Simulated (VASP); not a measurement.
Here is a VASP 6.6.1 calculation.

Contents of INCAR:

```
SYSTEM = Al
ALGO = Normal
EDIFF = 1E-6
ENCUT = 520
ISIF = 2
ISMEAR = 1
LASPH = .True.
LCHARG = .False.
LREAL = .False.
LWAVE = .False.
NBANDS = 8
NELM = 100
PREC = Accurate
SIGMA = 0.01
```

Contents of KPOINTS:

```
k-points
0
Gamma
  14 14 14
  0 0 0
```

File POSCAR:

```
Al
1.0
    0.0000000000      1.9916090303      1.9916090303
    1.9916090303      0.0000000000      1.9916090303
    1.9916090303      1.9916090303      0.0000000000
Al
1
Direct
    0.0000000000      0.0000000000      0.0000000000
```

Potentials or basis: VASP PAW LDA potentials, release 64 (Al).

Launch:

```console
$ cat potpaw_LDA.64/Al/POTCAR > POTCAR
$ mpirun -np 1 vasp_std > vasp.out
```

**Question.** What does it give for the pressure?

**Answer.** -0.1 GPa.
